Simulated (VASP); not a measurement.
BN:

```
B N
1.0
     0.02193    1.80483    1.80483
     1.80483    0.02193    1.80483
     1.82675    1.82675    0.00000
B N
1 1
Direct
  0.00011 0.00011 0.99989
  0.24989 0.24989 0.25011
```

This cell differs from its parent crystal: shear xy strain +2.4%.

Base run:

```yaml
Program: VASP 6.6.1
Functional: r2SCAN
Potentials_or_basis: VASP PAW PBE potentials, release 64 (B, N)
Cutoff: 520 eV
k_mesh: 12 × 12 × 12
Occupations: gaussian, width 0.01 eV
Spin: no spin polarisation
```

Its results: band gap on the k mesh 4.88 eV, indirect (least direct gap 9.17 eV); pressure 1.4 GPa; largest force 0.006 eV/Å.

Q: The run is repeated on the same cell with these changes: functional from r2SCAN to PBE; occupations from gaussian, width 0.01 eV to fermi-dirac, width 0.02 eV. What comes out?

A: Band gap on the k mesh 4.37 eV, indirect (least direct gap 8.47 eV); pressure 5.3 GPa; largest force 0.032 eV/Å.

Caveats: the PAW data sets were made with another functional, which shifts forces and pressure a little (some runs).

A k mesh can miss the band edges.
